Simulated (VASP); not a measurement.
# Pt (I4/mmm) in VASP: further runs

The runs below take Pt through single point, with PBEsol.

Everything below comes from runs of VASP 6.6.1. Logs are shortened: lines on timing, memory, paths and dates and some standing lists are left out, and cuts for length are marked.

### Step 1. The cell of the first run

It takes space group I4/mmm (No. 139, tetragonal). Conventional cell: a = 3.216 Å, b = 3.216 Å, c = 3.121 Å, α = 90.00°, β = 90.00°, γ = 90.00°. Pt (site symmetry 4/mmm) has 14 Pt at 2.76 to 3.22 Å within 3.6 Å.

### Step 2. Single point, PBEsol (strain +0.015 along x and y, -0.015 along z)

File INCAR:

```
SYSTEM = Pt
ALGO     = Fast           ! electronic algorithm
EDIFF    = 1E-7           ! SCF threshold, eV
ENCUT    = 520            ! plane-wave cutoff, eV
GGA      = PS             ! functional
ISIF     = 2              ! what is computed and relaxed
ISMEAR   = 0              ! smearing method
LASPH    = .True.         ! aspherical terms in the spheres
LCHARG   = .False.        ! write CHGCAR
LREAL    = .False.        ! projectors in reciprocal space
LWAVE    = .False.        ! write WAVECAR
NBANDS   = 11             ! bands
NELM     = 60             ! most SCF steps
PREC     = Accurate       ! precision mode
SIGMA    = 0.15           ! smearing width, eV
```

File KPOINTS:

```
k-points
0
Gamma
  22 22 22
  0 0 0
```

File POSCAR:

```
Pt
1.0
   -1.6079833000      1.6079833000      1.5604567000
    1.6079833000     -1.6079833000      1.5604567000
    1.6079833000      1.6079833000     -1.5604567000
Pt
1
Direct
    0.0000000000      0.0000000000      0.0000000000
```

Potentials or basis: VASP PAW PBE potentials, release 64 (Pt).

Command:

```sh
> cat potpaw_PBE.64/Pt/POTCAR > POTCAR
> mpirun -np 1 vasp_std > vasp.out
```

OUTCAR:

```text
SYSTEM = Pt
   EDIFF = 1E-7
   ENCUT = 520
   GGA = PS
   ISIF = 2
   ISMEAR = 0
   LASPH = .True.
   LREAL = .False.
   NELM = 60
   PREC = Accurate

 ion  position               nearest neighbor table
   1  0.000  0.000  0.000-

  LATTYP: Found a body centered tetragonal cell.
 ALAT       =     3.2159666000
 C/A-ratio  =     0.9704433498

  Lattice vectors:

 A1 = (  -1.6079833000,   1.6079833000,   1.5604567000)
 A2 = (   1.6079833000,  -1.6079833000,   1.5604567000)
 A3 = (   1.6079833000,   1.6079833000,  -1.5604567000)

Analysis of symmetry for initial positions (statically):
=====================================================================
 Subroutine PRICEL returns:
 Original cell was already a primitive cell.

 Routine SETGRP: Setting up the symmetry group for a
 body centered tetragonal supercell.

 Subroutine GETGRP returns: Found 16 space group operations
 (whereof 16 operations were pure point group operations)
 out of a pool of 16 trial point group operations.

The static configuration has the point symmetry D_4h.

Analysis of symmetry for dynamics (positions and initial velocities):
=====================================================================
 Subroutine PRICEL returns:
 Original cell was already a primitive cell.

 Routine SETGRP: Setting up the symmetry group for a
 body centered tetragonal supercell.

 Subroutine GETGRP returns: Found 16 space group operations
 (whereof 16 operations were pure point group operations)
 out of a pool of 16 trial point group operations.

The dynamic configuration has the point symmetry D_4h.

 Subroutine INISYM returns: Found 16 space group operations
 (whereof 16 operations are pure point group operations),
 and found     1 'primitive' translations

----------------------------------------------------------------------------------------

                                     Primitive cell

  volume of cell :      16.1389

  direct lattice vectors                    reciprocal lattice vectors
    -1.607983300  1.607983300  1.560456700     0.000000000  0.310948503  0.320419016
     1.607983300 -1.607983300  1.560456700     0.310948503  0.000000000  0.320419016
     1.607983300  1.607983300 -1.560456700     0.310948503  0.310948503  0.000000000

  length of vectors
     2.757942294  2.757942294  2.757942294     0.446494476  0.446494476  0.439747590

  position of ions in fractional coordinates (direct lattice)
     0.000000000  0.000000000  0.000000000

  ion indices of the primitive-cell ions
   primitive index   ion index
                 1           1

----------------------------------------------------------------------------------------

 KPOINTS: k-points

Automatic generation of k-mesh.
 Grid dimensions read from file:
 generate k-points for:   22   22   22

 Generating k-lattice:

  Cartesian coordinates                     Fractional coordinates (reciprocal lattice)
     0.000000000  0.014134023  0.014564501     0.045454545  0.000000000  0.000000000
     0.014134023  0.000000000  0.014564501     0.000000000  0.045454545  0.000000000
     0.014134023  0.014134023  0.000000000     0.000000000  0.000000000  0.045454545

  Length of vectors
     0.020295203  0.020295203  0.019988527

  Shift w.r.t. Gamma in fractional coordinates (k-lattice)
     0.000000000  0.000000000  0.000000000

 Subroutine IBZKPT returns following result:
 ===========================================

 Found    834 irreducible k-points:

 Following reciprocal coordinates:
            Coordinates               Weight
  0.000000  0.000000  0.000000      1.000000
  0.045455  0.000000 -0.000000      8.000000
  0.090909  0.000000 -0.000000      8.000000
  0.136364 -0.000000  0.000000      8.000000
  0.181818  0.000000  0.000000      8.000000
  0.227273 -0.000000  0.000000      8.000000
[... 16 lines left out ...]
  0.500000  0.045455  0.000000     16.000000
 -0.454545  0.045455  0.000000     16.000000
 [... further k-points ...]
   k-points           NKPTS =    834   k-points in BZ     NKDIM =    834   number of bands    NBANDS=     11
   number of dos      NEDOS =    301   number of ions     NIONS =      1
   total plane-waves  NPLWV =  13824
   dimension x,y,z NGX =    24 NGY =   24 NGZ =   24
   dimension x,y,z NGXF=    48 NGYF=   48 NGZF=   48
   ions per type =               1
   NGX,Y,Z   is equivalent  to a cutoff of  14.47, 14.47, 14.47 a.u.
   NGXF,Y,Z  is equivalent  to a cutoff of  28.93, 28.93, 28.93 a.u.
 SYSTEM =  Pt
   PREC   = accura    normal or accurate (medium, high low for compatibility)
   ISTART =      0    job   : 0-new  1-cont  2-samecut
   ICHARG =      2    charge: 1-file 2-atom 10-const
   ISPIN  =      1    spin polarized calculation?
   LNONCOLLINEAR =      F non collinear calculations
   LSORBIT =      F    spin-orbit coupling
   LASPH  =      T    aspherical Exc in radial PAW
   ENCUT  =  520.0 eV  38.22 Ry    6.18 a.u.   5.13  5.13  5.13*2*pi/ulx,y,z
   NELM   =     60;   NELMIN=  2; NELMDL= -5     # of ELM steps
   EDIFF  = 0.1E-06   stopping-criterion for ELM
   LREAL  =      F    real-space projection
   EDIFFG = 0.1E-05   stopping-criterion for IOM
   NSW    =      0    number of steps for IOM
   IBRION =     -1    ionic relax: 0-MD 1-quasi-New 2-CG
   NFREE  =      0    steps in history (QN), initial steepest desc. (CG)
   ISIF   =      2    stress and relaxation
   ISYM   =      2    0-nonsym 1-usesym 2-fastsym
   POTIM  = 0.5000    time-step for ionic-motion
   TEBEG  =    0.0;   TEEND  =   0.0 temperature during run
   PSTRESS=    0.0 pullay stress
   NELECT =      10.0000    total number of electrons
   NUPDOWN=      -1.0000    fix difference up-down
   EMIN   =  10.00;   EMAX   =-10.00  energy-range for DOS
   EFERMI =   0.00;   METHOD = LEGACY
   ISMEAR =     0;   SIGMA  =   0.15  broadening in eV -4-tet -1-fermi 0-gaus
   EFERMI_NEDOS =   21; number of points for ismear=-14 and -15
   IALGO  =     68    algorithm
   IMIX   =      4    mixing-type and parameters
     AMIX     =   0.40;   BMIX     =  1.00
     AMIX_MAG =   1.60;   BMIX_MAG =  1.00
  volume/ion in A,a.u.               =      16.14       108.91
  Fermi-wavevector in a.u.,A,eV,Ry     =   1.395672  2.637437 26.502777  1.947899
  Thomas-Fermi vector in A             =   2.519101
   LORBIT       =      0    0 simple, 1 ext, 2 COOP (PROOUT), +10 PAW based schemes
   GGA     = PS    functional components
   LHFCALC =     F    Hartree Fock is set to
   AEXX    =    0.0000 exact exchange contribution
   IVDW    =     0    specifies the selected vdW correction
   LEPSILON=     F    determine dielectric tensor
   LRPA    =     F    only Hartree local field effects (RPA)
 non-spin polarized calculation
 RMM-DIIS sequential band-by-band and
 Gauss-broadening in eV      SIGMA  =   0.15
  energy-cutoff  :      520.00
  volume of cell :       16.14
 maximum number of plane-waves:       450
 NGX is ok and might be reduce to    24
   NGX = 11   NGY = 11   NGZ = 11

 number of electron      10.0000000 magnetization

 Free energy of the ion-electron system (eV)
  ---------------------------------------------------
  ext. energy  EPLUGINS =         0.00000000
  ---------------------------------------------------
  free energy    TOTEN  =        -6.81377314 eV

  energy without entropy =       -6.80034729  energy(sigma->0) =       -6.80706021

 E-fermi :   9.6324     XC(G=0): -13.2228

 val. band max:        9.6270667031   @ k =   0.3636   0.0000   0.0000
 cond. band min:       9.6352963806   @ k =  -0.3636   0.3636   0.0000
 fundamental gap:      0.0082296775
 Fermi energy:         9.6324306498

 k-point     1 :       0.0000    0.0000    0.0000
  band No.  band energies     occupation
      1       0.2988      2.00000
      2       6.1113      2.00000
      3       6.3605      2.00000
      4       6.3605      2.00000
      5       8.5298      2.00000
      6       8.8584      2.00000
      7      26.5431      0.00000
      8      26.5431      0.00000
      9      27.1286      0.00000
     10      36.3111      0.00000
     11      36.3876      0.00000

 k-point     2 :       0.0455    0.0000   -0.0000
  band No.  band energies     occupation
      1       0.3825      2.00000
      2       6.1206      2.00000
      3       6.3589      2.00000
      4       6.3834      2.00000
      5       8.5248      2.00000
      6       8.8256      2.00000
      7      26.6078      0.00000
      8      26.6655      0.00000
      9      27.1625      0.00000
     10      34.8079      0.00000
     11      35.7050      0.00000

 k-point     3 :       0.0909    0.0000   -0.0000
  band No.  band energies     occupation
      1       0.6294      2.00000
      2       6.0756      2.00000
      3       6.3503      2.00000
      4       6.5275      2.00000
      5       8.5009      2.00000
      6       8.7541      2.00000
      7      26.7534      0.00000
      8      27.0265      0.00000
      9      27.2064      0.00000
     10      33.4062      0.00000
     11      34.2413      0.00000

 k-point     4 :       0.1364   -0.0000    0.0000
  band No.  band energies     occupation
      1       1.0251      2.00000
      2       5.9463      2.00000
      3       6.3272      2.00000
      4       6.8275      2.00000
      5       8.4419      2.00000
      6       8.7076      2.00000
      7      26.8230      0.00000
      8      27.0534      0.00000
      9      27.6082      0.00000
     10      32.3616      0.00000
     11      32.8444      0.00000
[... 239 lines left out ...]
 k-point    22 :       0.4545    0.0455    0.0000
  band No.  band energies     occupation
      1       3.3196      2.00000
      2       4.8312      2.00000
      3       8.5071      2.00000
      4       8.9222      2.00000
      5       9.7315      0.35031
      6      11.0525      0.00000
      7      15.9260      0.00000
      8      22.8036      0.00000
      9      24.8926      0.00000
     10      33.6116      0.00000
     11      34.0563      0.00000

 k-point    23 :       0.5000    0.0455    0.0000
  band No.  band energies     occupation
      1       3.3199      2.00000
      2       4.8323      2.00000
      3       8.5743      2.00000
      4       8.8281      2.00000
      5       9.7389      0.31565
      6      11.0535      0.00000
      7      15.9451      0.00000
      8      22.8077      0.00000
      9      24.8878      0.00000
     10      33.6778      0.00000
     11      33.9025      0.00000

 k-point    24 :      -0.4545    0.0455    0.0000
  band No.  band energies     occupation
      1       3.3316      2.00000
      2       4.8827      2.00000
      3       8.4044      2.00000
      4       8.6944      2.00000
      5       9.3644      1.98848
      6      10.6622      0.00000
      7      16.9675      0.00000
      8      23.0320      0.00000
      9      25.3264      0.00000
     10      33.4063      0.00000
     11      33.6784      0.00000

 [... further k-points ...]
[... 5 lines left out ...]
  --------------------------------------------------------------------------------------
  -------------------------------------------------------------------------------------
  Total       -1.3464630     -1.3464630     -1.6431846      0.0000000      0.0000000      0.0000000
  in kB     -133.6688514   -133.6688514   -163.1256126      0.0000000      0.0000000      0.0000000
  external PRESSURE =    -143.4877718 kB  Pullay stress =       0.0000000 kB

 VOLUME and BASIS-vectors are now :
 -----------------------------------------------------------------------------
  energy-cutoff  :      520.00
  volume of cell :       16.14
      direct lattice vectors                 reciprocal lattice vectors
    -1.607983300  1.607983300  1.560456700     0.000000000  0.310948503  0.320419016
     1.607983300 -1.607983300  1.560456700     0.310948503  0.000000000  0.320419016
     1.607983300  1.607983300 -1.560456700     0.310948503  0.310948503  0.000000000

 POSITION                                       TOTAL-FORCE (eV/Angst)
 -----------------------------------------------------------------------------------
      0.00000      0.00000      0.00000         0.000000      0.000000     -0.000000
 -----------------------------------------------------------------------------------
    total drift:                               -0.000000      0.000000      0.000000

  FREE ENERGIE OF THE ION-ELECTRON SYSTEM (eV)
  ---------------------------------------------------
  free  energy   TOTEN  =        -6.8137731392 eV

  energy  without entropy=       -6.8003472854  energy(sigma->0) =       -6.80706021
```

It took 74 s on 1 thread of Intel Xeon Platinum 8375C at 2.90GHz (Ice Lake), shared host; peak memory 0.27 GiB.

Results:

```
Free energy            : -6.8138 eV
Pressure               : -14.3 GPa
Band gap on the k mesh : zero (band 5 reaches 10.62 eV, above the bottom of band 6 at 8.57 eV)
```

Levels at points of the mesh, in eV from the Fermi level:
```csv
k point,band 1,band 2,band 3,band 4,band 5,band 6,band 7,band 8,band 9,band 10
"(0.00, 0.00, 0.00)",-9.33,-3.52,-3.27,-3.27,-1.10,-0.77,16.91,16.91,17.50,26.68
"(0.50, 0.00, 0.00)",-6.37,-4.83,-1.05,-0.53,0.35,1.03,6.19,13.12,15.40,24.12
"(0.50, 0.50, 0.00)",-6.41,-4.56,-1.33,-0.71,0.16,0.98,5.93,13.48,16.12,23.41
"(0.50, 0.50, 0.50)",-5.86,-5.86,0.49,0.49,0.58,7.28,7.28,8.18,12.39,18.39
```

Caveat: the cell differs from its parent crystal (strain +0.015 along x and y, -0.015 along z); the PAW data sets were made with another functional, which shifts forces and pressure a little; spin-orbit coupling is left out, which moves the levels of the heavy elements.

### Step 3. Single point, PBEsol (strain +0.030 along x and y, -0.030 along z)

File INCAR:

```
ALGO = Fast ; EDIFF = 1E-6
ENCUT = 520 ; GGA = PS
ISIF = 2 ; ISMEAR = 0
LASPH = True ; LCHARG = False
LREAL = False ; LWAVE = False
NBANDS = 11 ; NELM = 60
PREC = Accurate ; SIGMA = 0.15
```

File KPOINTS:

```
k-points
0
Gamma
  22 22 22
```

File POSCAR:

```
Pt
1.0
   -1.6317466000      1.6317466000      1.5366934000
    1.6317466000     -1.6317466000      1.5366934000
    1.6317466000      1.6317466000     -1.5366934000
Pt
1
Direct
    0.0000000000      0.0000000000      0.0000000000
```

Potentials or basis: VASP PAW PBE potentials, release 64 (Pt).

Command:

```sh
> cat potpaw_PBE.64/Pt/POTCAR > POTCAR
> mpirun -np 1 vasp_std > vasp.out
```

Wall time 67 s (1 thread of Intel Xeon Platinum 8375C at 2.90GHz (Ice Lake), shared host); peak memory 0.27 GiB.

The run converged. Its results:

| Property | Result |
| --- | --- |
| Free energy | -6.8002 eV |
| Pressure | -17.2 GPa |
| Band gap on the k mesh | zero (band 5 reaches 10.38 eV, above the bottom of band 6 at 8.35 eV) |

Stress tensor (GPa, compression positive):
```
-15.30   0.00   0.00
  0.00 -15.30   0.00
  0.00   0.00 -20.87
```

Levels at points of the mesh, in eV from the Fermi level:
| k point | band 3 | band 4 | band 5 | band 6 | band 7 | band 8 |
| --- | --- | --- | --- | --- | --- | --- |
| (0.00, 0.00, 0.00) | -3.12 | -3.12 | -1.29 | -0.63 | 16.71 | 16.71 |
| (0.50, 0.00, 0.00) | -1.05 | -0.38 | 0.45 | 0.98 | 6.15 | 12.99 |
| (0.50, 0.50, 0.00) | -1.55 | -0.79 | 0.07 | 0.90 | 5.64 | 13.72 |
| (0.50, 0.50, 0.50) | 0.43 | 0.43 | 0.60 | 6.95 | 6.95 | 8.75 |

Caveat: the cell differs from its parent crystal (strain +0.030 along x and y, -0.030 along z); the PAW data sets were made with another functional, which shifts forces and pressure a little; spin-orbit coupling is left out, which moves the levels of the heavy elements.

(Continued in part 2 of 2.)
